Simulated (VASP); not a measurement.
# HfS2 (P-3m1) in VASP: relaxation of the atoms with PBE+D3(BJ)

Aim: the relaxation of the atoms of HfS2 with PBE+D3(BJ).

All numbers are computed with VASP 6.6.1; they aren't measurements. Logs are shortened: lines on timing, memory, paths and dates and some standing lists are left out, and cuts for length are marked.

## 1. The cell of the first run

It takes space group P-3m1 (No. 164, trigonal). Conventional cell: a = 3.660 Å, b = 3.660 Å, c = 5.857 Å, α = 90.00°, β = 90.00°, γ = 120.00°. Within 3.4 Å of Hf (site symmetry -3m) lie 6 S at 2.58 Å. S (site symmetry 3m) has 3 Hf at 2.58 Å within 3.4 Å.

## 2. Relaxation of the atoms, PBE+D3(BJ) (equal strain along all axes, cell held: +1.5 %)

File INCAR:

```
PREC     = Accurate       # precision mode
ENCUT    = 450            # plane-wave cutoff, eV
EDIFF    = 1E-7           # SCF threshold, eV
ISMEAR   = 0              # smearing method
SIGMA    = 0.02           # smearing width, eV
LREAL    = F              # projectors in reciprocal space
LASPH    = T              # aspherical terms in the spheres
NELM     = 120            # most SCF steps
ALGO     = Normal         # electronic algorithm
ISIF     = 2              # what is computed and relaxed
LWAVE    = F              # write WAVECAR
LCHARG   = F              # write CHGCAR
GGA      = PE             # functional
IVDW     = 12             # dispersion correction
IBRION   = 2              # ionic algorithm
NSW      = 60             # ionic steps
EDIFFG   = -0.008         # ionic threshold
GGA_COMPAT= F            
NELMIN   = 4
```

File KPOINTS:

```
Automatic mesh
0
Gamma
  12 12 6
```

File POSCAR:

```
HfS2
1.0
    3.6599507868      0.0000000000      0.0000000000
   -1.8299753934      3.1696103580      0.0000000000
    0.0000000000      0.0000000000      5.8569435649
Hf S
1 2
Direct
    0.0000000000      0.0000000000      0.0000000000
    0.6666666667      0.3333333333      0.7476059866
    0.3333333333      0.6666666667      0.2523940134
```

Potentials or basis: VASP PAW PBE potentials, release 64 (Hf_pv, S).

Launch:

```
$ cat potpaw_PBE.64/Hf_pv/POTCAR potpaw_PBE.64/S/POTCAR > POTCAR
$ mpirun -np 1 vasp_std > vasp.out
```

OUTCAR:

```text
PREC = Accurate
   ENCUT = 450
   EDIFF = 1E-7
   ISMEAR = 0
   LREAL = F
   LASPH = T
   NELM = 120
   ISIF = 2
   GGA = PE
   IVDW = 12
   IBRION = 2
   NSW = 60
   EDIFFG = -0.008
   NELMIN = 4
 IVDW          = 12

 ion  position               nearest neighbor table
   1  0.000  0.000  0.000-   2 2.58   3 2.58   2 2.58   3 2.58   2 2.58   3 2.58
   2  0.667  0.333  0.748-   1 2.58   1 2.58   1 2.58
   3  0.333  0.667  0.252-   1 2.58   1 2.58   1 2.58

  LATTYP: Found a hexagonal cell.
 ALAT       =     3.6599507868
 C/A-ratio  =     1.6002793223

  Lattice vectors:

 A1 = (   3.6599507868,   0.0000000000,   0.0000000000)
 A2 = (  -1.8299753934,   3.1696103580,   0.0000000000)
 A3 = (   0.0000000000,   0.0000000000,   5.8569435649)

Analysis of symmetry for initial positions (statically):
=====================================================================
 Subroutine PRICEL returns:
 Original cell was already a primitive cell.

 Routine SETGRP: Setting up the symmetry group for a
 hexagonal supercell.

 Subroutine GETGRP returns: Found 12 space group operations
 (whereof 12 operations were pure point group operations)
 out of a pool of 24 trial point group operations.

The static configuration has the point symmetry D_3d.

Analysis of symmetry for dynamics (positions and initial velocities):
=====================================================================
 Subroutine PRICEL returns:
 Original cell was already a primitive cell.

 Routine SETGRP: Setting up the symmetry group for a
 hexagonal supercell.

 Subroutine GETGRP returns: Found 12 space group operations
 (whereof 12 operations were pure point group operations)
 out of a pool of 24 trial point group operations.

The dynamic configuration has the point symmetry D_3d.

 Subroutine INISYM returns: Found 12 space group operations
 (whereof 12 operations are pure point group operations),
 and found     1 'primitive' translations

----------------------------------------------------------------------------------------

                                     Primitive cell

  volume of cell :      67.9442

  direct lattice vectors                    reciprocal lattice vectors
     3.659950787  0.000000000  0.000000000     0.273227718  0.157748096  0.000000000
    -1.829975393  3.169610358  0.000000000     0.000000000  0.315496193  0.000000000
     0.000000000  0.000000000  5.856943565     0.000000000  0.000000000  0.170737517

  length of vectors
     3.659950787  3.659950787  5.856943565     0.315496193  0.315496193  0.170737517

[... 79 lines left out ...]
   LASPH  =      T    aspherical Exc in radial PAW
   ENCUT  =  450.0 eV  33.07 Ry    5.75 a.u.   6.33  6.33 10.13*2*pi/ulx,y,z
   NELM   =    120;   NELMIN=  4; NELMDL= -5     # of ELM steps
   EDIFF  = 0.1E-06   stopping-criterion for ELM
   LREAL  =      F    real-space projection
   EDIFFG = -.8E-02   stopping-criterion for IOM
   NSW    =     60    number of steps for IOM
   IBRION =      2    ionic relax: 0-MD 1-quasi-New 2-CG
   NFREE  =      1    steps in history (QN), initial steepest desc. (CG)
   ISIF   =      2    stress and relaxation
   ISYM   =      2    0-nonsym 1-usesym 2-fastsym
   POTIM  = 0.5000    time-step for ionic-motion
   TEBEG  =    0.0;   TEEND  =   0.0 temperature during run
   PSTRESS=    0.0 pullay stress
   NELECT =      22.0000    total number of electrons
   NUPDOWN=      -1.0000    fix difference up-down
   EMIN   =  10.00;   EMAX   =-10.00  energy-range for DOS
   EFERMI =   0.00;   METHOD = LEGACY
   ISMEAR =     0;   SIGMA  =   0.02  broadening in eV -4-tet -1-fermi 0-gaus
   EFERMI_NEDOS =   21; number of points for ismear=-14 and -15
   IALGO  =     38    algorithm
   IMIX   =      4    mixing-type and parameters
     AMIX     =   0.40;   BMIX     =  1.00
     AMIX_MAG =   1.60;   BMIX_MAG =  1.00
  volume/ion in A,a.u.               =      22.65       152.84
  Fermi-wavevector in a.u.,A,eV,Ry     =   1.124169  2.124372 17.194449  1.263756
  Thomas-Fermi vector in A             =   2.260839
   LORBIT       =      0    0 simple, 1 ext, 2 COOP (PROOUT), +10 PAW based schemes
   GGA     = PE    functional components
   LHFCALC =     F    Hartree Fock is set to
   AEXX    =    0.0000 exact exchange contribution
   IVDW    =    12    specifies the selected vdW correction
   LEPSILON=     F    determine dielectric tensor
   LRPA    =     F    only Hartree local field effects (RPA)
 conjugate gradient relaxation of ions
 non-spin polarized calculation
 Gauss-broadening in eV      SIGMA  =   0.02
  energy-cutoff  :      450.00
  volume of cell :       67.94
 maximum number of plane-waves:      1496
 NGX is ok and might be reduce to    28
   NGX = 13   NGY = 13   NGZ = 21

--------------------------------------- Ionic step        1  -------------------------------------------

 number of electron      21.9999998 magnetization

 Free energy of the ion-electron system (eV)
  ---------------------------------------------------
  ext. energy  EPLUGINS =         0.00000000
  ---------------------------------------------------
  free energy    TOTEN  =       -22.86291894 eV

  energy without entropy =      -22.86291894  energy(sigma->0) =      -22.86291894

------------------------ aborting loop because EDIFF is reached ----------------------------------------

 Edisp (eV)   -0.97369

 E8    (eV) :    -0.4197
[... 73 lines left out ...]
--------------------------------------- Ionic step        3  -------------------------------------------

 number of electron      21.9999996 magnetization

 Free energy of the ion-electron system (eV)
  ---------------------------------------------------
  ext. energy  EPLUGINS =         0.00000000
  ---------------------------------------------------
  free energy    TOTEN  =       -22.89214814 eV

  energy without entropy =      -22.89214814  energy(sigma->0) =      -22.89214814

 E-fermi :   3.4309     XC(G=0):  -9.5806

 val. band max:        3.2363274457   @ k =   0.0833  -0.0000   0.0000
 cond. band min:       4.3092114224   @ k =   0.5000   0.0000   0.5000
 fundamental gap:      1.0728839767
 Fermi energy:         3.4308648720

 k-point     1 :       0.0000    0.0000    0.0000
  band No.  band energies     occupation
      1     -27.6354      2.00000
      2     -27.5235      2.00000
      3     -27.5235      2.00000
      4      -9.8767      2.00000
      5      -8.1628      2.00000
      6      -1.5045      2.00000
      7       0.3557      2.00000
      8       0.3557      2.00000
      9       3.0441      2.00000
     10       3.0441      2.00000
     11       3.2263      2.00000
     12       5.1226      0.00000
     13       5.1226      0.00000
     14       5.8076      0.00000
[... 401 lines left out ...]
      2     -27.5681      2.00000
      3     -27.5336      2.00000
      4      -9.5331      2.00000
      5      -8.2827      2.00000
      6      -1.0300      2.00000
      7       0.1322      2.00000
      8       0.4870      2.00000
      9       1.4103      2.00000
     10       2.5088      2.00000
     11       3.0071      2.00000
     12       5.0206      0.00000
     13       5.8424      0.00000
     14       6.4367      0.00000
     15       8.1152      0.00000

 [... further k-points ...]

------------------------ aborting loop because EDIFF is reached ----------------------------------------

 Edisp (eV)   -0.97223

 E8    (eV) :    -0.4188
[... 26 lines left out ...]
  FREE ENERGIE OF THE ION-ELECTRON SYSTEM (eV)
  ---------------------------------------------------
  free  energy   TOTEN  =       -23.8643800219 eV

  energy  without entropy=      -23.8643800219  energy(sigma->0) =      -23.86438002

 reached required accuracy - stopping structural energy minimisation
```

Wall time 2.3 min (1 thread of Oxide Virtual Turin-like, shared host); peak memory 0.21 GiB.

What came out:

```yaml
Free_energy: -23.8644 eV
Energy_gained_by_relaxing: 9.3 meV/atom
Ionic_steps: 3
Pressure_after_relaxing: -2.2 GPa
Largest_force_after_relaxing: 0.004 eV/Å
Band_gap_on_the_k_mesh: 1.07 eV (least direct gap 1.88 eV)
Dispersion_energy_per_atom: -0.324 eV
```

Forces in eV/Å, atoms in the order of the input:
```
Hf   0.000  0.000  0.000
S    0.000  0.000 -0.004
S    0.000  0.000  0.004
```

Stress tensor (GPa, compression positive):
```
-2.84  0.00  0.00
 0.00 -2.84  0.00
 0.00  0.00 -0.80
```

Step by step:
```
step  energy change (eV)  largest force (eV/Å)  pressure (GPa)
   1              0.0000                0.5727           -4.75
   2             -0.0227                0.2465           -3.30
   3             -0.0278                0.0043           -2.16
```

Final structure:
```
Hf S
1.0
     3.65995    0.00000    0.00000
    -1.82998    3.16961    0.00000
     0.00000    0.00000    5.85694
Hf S
1 2
Direct
  0.00000 0.00000 0.00000
  0.66667 0.33333 0.75589
  0.33333 0.66667 0.24411
```

Caveat: the cell differs from its parent crystal (equal strain along all axes, cell held: +1.5 %); spin-orbit coupling is left out, which moves the levels of the heavy elements. A k mesh can miss the band edges.
